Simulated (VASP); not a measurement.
# ZnO (P6_3mc) in VASP: a series of runs

ZnO is run at these levels: LDA; tasks: electric field gradients.

All numbers are computed with VASP 6.6.1; they aren't measurements. Logs are shortened: lines on timing, memory, paths and dates and some standing lists are left out, and cuts for length are marked.

### 1 The cell of the first run

It takes space group P6_3mc (No. 186, hexagonal). The conventional cell has a = 3.271 Å, b = 3.271 Å, c = 5.238 Å, α = 90.00°, β = 90.00°, γ = 120.00°. Zn (site symmetry 3m) has 4 O at 1.99 to 2.00 Å within 2.6 Å. O (site symmetry 3m) has 4 Zn at 1.99 to 2.00 Å within 2.6 Å.

### 2 Electric field gradients, LDA (volume scaled by 1.02)

Contents of INCAR:

```
ALGO     = Normal         # electronic algorithm
EDIFF    = 1E-8           # SCF threshold, eV
ENCUT    = 520            # plane-wave cutoff, eV
ISIF     = 2              # what is computed and relaxed
ISMEAR   = -1             # smearing method
LASPH    = T              # aspherical terms in the spheres
LCHARG   = F              # write CHGCAR
LEFG     = T            
LREAL    = F              # projectors in reciprocal space
LWAVE    = F              # write WAVECAR
NBANDS   = 26             # bands
NELM     = 60             # most SCF steps
PREC     = Accurate       # precision mode
SIGMA    = 0.01           # smearing width, eV
```

Contents of KPOINTS:

```
k-points
0
Gamma
  8 8 5
```

Contents of POSCAR:

```
ZnO
1.0
    3.2709185479      0.0000000000      0.0000000000
   -1.6354592739      2.8326985562      0.0000000000
    0.0000000000      0.0000000000      5.2382632560
Zn O
2 2
Direct
    0.3333333333      0.6666666667      0.0000000000
    0.6666666667      0.3333333333      0.5000000000
    0.3333333333      0.6666666667      0.3821000000
    0.6666666667      0.3333333333      0.8821000000
```

Potentials or basis: VASP PAW LDA potentials, release 64 (Zn, O).

Started as:

```bash
cat potpaw_LDA.64/Zn/POTCAR potpaw_LDA.64/O/POTCAR > POTCAR
mpirun -np 1 vasp_std > vasp.out
```

OUTCAR:

```text
EDIFF = 1E-8
   ENCUT = 520
   ISIF = 2
   ISMEAR = -1
   LASPH = T
   LREAL = F
   NELM = 60
   PREC = Accurate

 ion  position               nearest neighbor table
   1  0.333  0.667  0.000-   4 1.99   4 1.99   4 1.99   3 2.00
   2  0.667  0.333  0.500-   3 1.99   3 1.99   3 1.99   4 2.00
   3  0.333  0.667  0.382-   2 1.99   2 1.99   2 1.99   1 2.00
   4  0.667  0.333  0.882-   1 1.99   1 1.99   1 1.99   2 2.00

  LATTYP: Found a hexagonal cell.
 ALAT       =     3.2709185479
 C/A-ratio  =     1.6014655147

  Lattice vectors:

 A1 = (   3.2709185479,   0.0000000000,   0.0000000000)
 A2 = (  -1.6354592739,   2.8326985562,   0.0000000000)
 A3 = (   0.0000000000,   0.0000000000,   5.2382632560)

Analysis of symmetry for initial positions (statically):
=====================================================================
 Subroutine PRICEL returns:
 Original cell was already a primitive cell.

 Routine SETGRP: Setting up the symmetry group for a
 hexagonal supercell.

 Subroutine GETGRP returns: Found 12 space group operations
 (whereof  6 operations were pure point group operations)
 out of a pool of 24 trial point group operations.

The static configuration has the point symmetry C_3v.
 The point group associated with its full space group is C_6v.

Analysis of symmetry for dynamics (positions and initial velocities):
=====================================================================
 Subroutine PRICEL returns:
 Original cell was already a primitive cell.

 Routine SETGRP: Setting up the symmetry group for a
 hexagonal supercell.

 Subroutine GETGRP returns: Found 12 space group operations
 (whereof  6 operations were pure point group operations)
 out of a pool of 24 trial point group operations.

The dynamic configuration has the point symmetry C_3v.
 The point group associated with its full space group is C_6v.

 Subroutine INISYM returns: Found 12 space group operations
 (whereof  6 operations are pure point group operations),
 and found     1 'primitive' translations

----------------------------------------------------------------------------------------

                                     Primitive cell

  volume of cell :      48.5353

  direct lattice vectors                    reciprocal lattice vectors
     3.270918548  0.000000000  0.000000000     0.305724519  0.176510133  0.000000000
    -1.635459274  2.832698556  0.000000000     0.000000000  0.353020267  0.000000000
     0.000000000  0.000000000  5.238263256     0.000000000  0.000000000  0.190902967

  length of vectors
     3.270918548  3.270918548  5.238263256     0.353020267  0.353020267  0.190902967

  position of ions in fractional coordinates (direct lattice)
     0.333333333  0.666666667  0.000000000
     0.666666667  0.333333333  0.500000000
     0.333333333  0.666666667  0.382100000
     0.666666667  0.333333333  0.882100000

  ion indices of the primitive-cell ions
   primitive index   ion index
                 1           1
                 2           2
                 3           3
                 4           4

----------------------------------------------------------------------------------------

 KPOINTS: k-points

Automatic generation of k-mesh.
 Grid dimensions read from file:
 generate k-points for:    8    8    5

 Generating k-lattice:

  Cartesian coordinates                     Fractional coordinates (reciprocal lattice)
     0.038215565  0.022063767  0.000000000     0.125000000 -0.000000000  0.000000000
     0.000000000  0.044127533  0.000000000     0.000000000  0.125000000  0.000000000
     0.000000000  0.000000000  0.038180593     0.000000000  0.000000000  0.200000000

  Length of vectors
     0.044127533  0.044127533  0.038180593

  Shift w.r.t. Gamma in fractional coordinates (k-lattice)
     0.000000000  0.000000000  0.000000000

 Subroutine IBZKPT returns following result:
 ===========================================

 Found     30 irreducible k-points:

 Following reciprocal coordinates:
            Coordinates               Weight
  0.000000  0.000000  0.000000      1.000000
  0.125000  0.000000  0.000000      6.000000
  0.250000  0.000000  0.000000      6.000000
  0.375000  0.000000  0.000000      6.000000
  0.500000  0.000000  0.000000      3.000000
  0.125000  0.125000  0.000000      6.000000
[... 16 lines left out ...]
  0.250000  0.000000  0.400000     12.000000
  0.375000  0.000000  0.400000     12.000000
 [... further k-points ...]
   k-points           NKPTS =     30   k-points in BZ     NKDIM =     30   number of bands    NBANDS=     26
   number of dos      NEDOS =    301   number of ions     NIONS =      4
   total plane-waves  NPLWV =  23040
   dimension x,y,z NGX =    24 NGY =   24 NGZ =   40
   dimension x,y,z NGXF=    48 NGYF=   48 NGZF=   80
   ions per type =               2   2
   NGX,Y,Z   is equivalent  to a cutoff of  12.20, 12.20, 12.69 a.u.
   NGXF,Y,Z  is equivalent  to a cutoff of  24.40, 24.40, 25.39 a.u.
 SYSTEM =  unknown system
   PREC   = accura    normal or accurate (medium, high low for compatibility)
   ISTART =      0    job   : 0-new  1-cont  2-samecut
   ICHARG =      2    charge: 1-file 2-atom 10-const
   ISPIN  =      1    spin polarized calculation?
   LNONCOLLINEAR =      F non collinear calculations
   LSORBIT =      F    spin-orbit coupling
   LASPH  =      T    aspherical Exc in radial PAW
   ENCUT  =  520.0 eV  38.22 Ry    6.18 a.u.   6.08  6.08  9.74*2*pi/ulx,y,z
   NELM   =     60;   NELMIN=  2; NELMDL= -5     # of ELM steps
   EDIFF  = 0.1E-07   stopping-criterion for ELM
   LREAL  =      F    real-space projection
   EDIFFG = 0.1E-06   stopping-criterion for IOM
   NSW    =      0    number of steps for IOM
   IBRION =     -1    ionic relax: 0-MD 1-quasi-New 2-CG
   NFREE  =      0    steps in history (QN), initial steepest desc. (CG)
   ISIF   =      2    stress and relaxation
   ISYM   =      2    0-nonsym 1-usesym 2-fastsym
   POTIM  = 0.5000    time-step for ionic-motion
   TEBEG  =    0.0;   TEEND  =   0.0 temperature during run
   PSTRESS=    0.0 pullay stress
   NELECT =      36.0000    total number of electrons
   NUPDOWN=      -1.0000    fix difference up-down
   EMIN   =  10.00;   EMAX   =-10.00  energy-range for DOS
   EFERMI =   0.00;   METHOD = LEGACY
   ISMEAR =    -1;   SIGMA  =   0.01  broadening in eV -4-tet -1-fermi 0-gaus
   EFERMI_NEDOS =   21; number of points for ismear=-14 and -15
   IALGO  =     38    algorithm
   IMIX   =      4    mixing-type and parameters
     AMIX     =   0.40;   BMIX     =  1.00
     AMIX_MAG =   1.60;   BMIX_MAG =  1.00
  volume/ion in A,a.u.               =      12.13        81.88
  Fermi-wavevector in a.u.,A,eV,Ry     =   1.481915  2.800413 29.879361  2.196071
  Thomas-Fermi vector in A             =   2.595766
   LORBIT       =      0    0 simple, 1 ext, 2 COOP (PROOUT), +10 PAW based schemes
   GGA     = CA    functional components
   LHFCALC =     F    Hartree Fock is set to
   AEXX    =    0.0000 exact exchange contribution
   IVDW    =     0    specifies the selected vdW correction
   LEPSILON=     F    determine dielectric tensor
   LRPA    =     F    only Hartree local field effects (RPA)
 non-spin polarized calculation
  energy-cutoff  :      520.00
  volume of cell :       48.54
 maximum number of plane-waves:      1326
   NGX = 13   NGY = 13   NGZ = 19

 number of electron      36.0000021 magnetization

 Free energy of the ion-electron system (eV)
  ---------------------------------------------------
  ext. energy  EPLUGINS =         0.00000000
  ---------------------------------------------------
  free energy    TOTEN  =       -21.07975333 eV

  energy without entropy =      -21.07975333  energy(sigma->0) =      -21.07975333

 E-fermi :   0.9337     XC(G=0): -11.3605

 val. band max:        0.7011716919   @ k =   0.0000   0.0000   0.0000
 cond. band min:       1.4114937634   @ k =   0.0000   0.0000   0.0000
 fundamental gap:      0.7103220715
 Fermi energy:         0.9337054624

 k-point     1 :       0.0000    0.0000    0.0000
  band No.  band energies     occupation
      1     -16.9439      2.00000
      2     -16.2000      2.00000
      3      -4.9888      2.00000
      4      -4.9888      2.00000
      5      -4.9075      2.00000
      6      -4.8274      2.00000
[... 18 lines left out ...]
     25      14.4760      0.00000
     26      14.4760      0.00000
[... 644 lines left out ...]
      4      -5.2994      2.00000
      5      -4.6313      2.00000
      6      -4.5612      2.00000
[... 18 lines left out ...]
     25      13.9608      0.00000
     26      14.1756      0.00000

 [... further k-points ...]
[... 5 lines left out ...]
  --------------------------------------------------------------------------------------
  -------------------------------------------------------------------------------------
  Total       -2.6533301     -2.6533301     -2.4450482     -0.0000000      0.0000000      0.0000000
  in kB      -87.5879678    -87.5879678    -80.7124625     -0.0000000      0.0000000      0.0000000
  external PRESSURE =     -85.2961327 kB  Pullay stress =       0.0000000 kB

 VOLUME and BASIS-vectors are now :
 -----------------------------------------------------------------------------
  energy-cutoff  :      520.00
  volume of cell :       48.54
      direct lattice vectors                 reciprocal lattice vectors
     3.270918548  0.000000000  0.000000000     0.305724519  0.176510133  0.000000000
    -1.635459274  2.832698556  0.000000000     0.000000000  0.353020267  0.000000000
     0.000000000  0.000000000  5.238263256     0.000000000  0.000000000  0.190902967

 POSITION                                       TOTAL-FORCE (eV/Angst)
 -----------------------------------------------------------------------------------
     -0.00000      1.88847      0.00000         0.000000      0.000000      0.040215
      1.63546      0.94423      2.61913         0.000000      0.000000      0.040215
     -0.00000      1.88847      2.00154        -0.000000      0.000000     -0.040215
      1.63546      0.94423      4.62067         0.000000     -0.000000     -0.040215
 -----------------------------------------------------------------------------------
    total drift:                               -0.000001     -0.000001     -0.000197

  FREE ENERGIE OF THE ION-ELECTRON SYSTEM (eV)
  ---------------------------------------------------
  free  energy   TOTEN  =       -21.0797533285 eV

  energy  without entropy=      -21.0797533285  energy(sigma->0) =      -21.07975333

 Electric field gradients (V/A^2)
---------------------------------------------------------------------
 ion       V_xx      V_yy      V_zz      V_xy      V_xz      V_yz
---------------------------------------------------------------------
   1      -3.791    -3.790     7.581     0.001     0.000    -0.000
   2      -3.791    -3.790     7.581     0.001    -0.000     0.000
   3       1.760     1.755    -3.515    -0.005     0.000    -0.000
   4       1.760     1.755    -3.515    -0.005    -0.000     0.000
---------------------------------------------------------------------

 Electric field gradients after diagonalization (V/A^2)
 (convention: |V_zz| > |V_xx| > |V_yy|)
----------------------------------------------------------------------
 ion       V_xx      V_yy      V_zz     asymmetry (V_yy - V_xx)/ V_zz
----------------------------------------------------------------------
   1      -3.791    -3.789     7.581       0.000
   2      -3.791    -3.789     7.581       0.000
   3       1.763     1.752    -3.515       0.003
   4       1.763     1.752    -3.515       0.003
----------------------------------------------------------------------

           NMR quadrupolar parameters

 Cq : quadrupolar parameter    Cq=e*Q*V_zz/h
 eta: asymmetry parameters     (V_yy - V_xx)/ V_zz
 Q  : nuclear electric quadrupole moment in mb (millibarn)
----------------------------------------------------------------------
 ion       Cq(MHz)       eta       Q (mb)
----------------------------------------------------------------------
   1       0.018       0.000       1.000
   2       0.018       0.000       1.000
   3      -0.008       0.003       1.000
   4      -0.008       0.003       1.000
----------------------------------------------------------------------
```

Run time: 31 s. Hardware: 1 thread of Intel Xeon Platinum 8488C (Sapphire Rapids), shared host; peak memory 0.16 GiB.

Results:

| Item | Value |
| --- | --- |
| Free energy | -21.0798 eV |
| Pressure | -8.5 GPa |
| Largest force | 0.040 eV/Å |
| Band gap on the k mesh | 0.71 eV, direct |

Forces in eV/Å, atoms in the order of the input:
```
Zn   0.000  0.000  0.040
Zn   0.000  0.000  0.040
O    0.000  0.000 -0.040
O    0.000  0.000 -0.040
```

Stress tensor (GPa, compression positive):
```
-8.76  0.00  0.00
 0.00 -8.76  0.00
 0.00  0.00 -8.07
```

Levels at points of the mesh, in eV from the valence-band top:
```tsv
k point	band 14	band 15	band 16	band 17	band 18	band 19	band 20	band 21	band 22	band 23
(0.00, 0.00, 0.00)	-0.77	-0.77	-0.08	0.00	0.00	0.71	4.99	8.05	12.53	12.53
(0.50, 0.00, 0.00)	-3.57	-2.80	-2.24	-1.26	-0.84	5.59	6.68	7.45	8.20	10.34
```

Electric field gradients, principal values (V/Å²):
| atom | least | middle | greatest (by size) |
| --- | --- | --- | --- |
| 1 Zn | -3.789 | -3.791 | 7.581 |
| 2 Zn | -3.789 | -3.791 | 7.581 |
| 3 O | 1.752 | 1.763 | -3.515 |
| 4 O | 1.752 | 1.763 | -3.515 |

Caveat: without QUAD_EFG the Cq values of the log hold for a quadrupole moment of 1 mb, not for the nuclei.

[end of part 1 of 3]
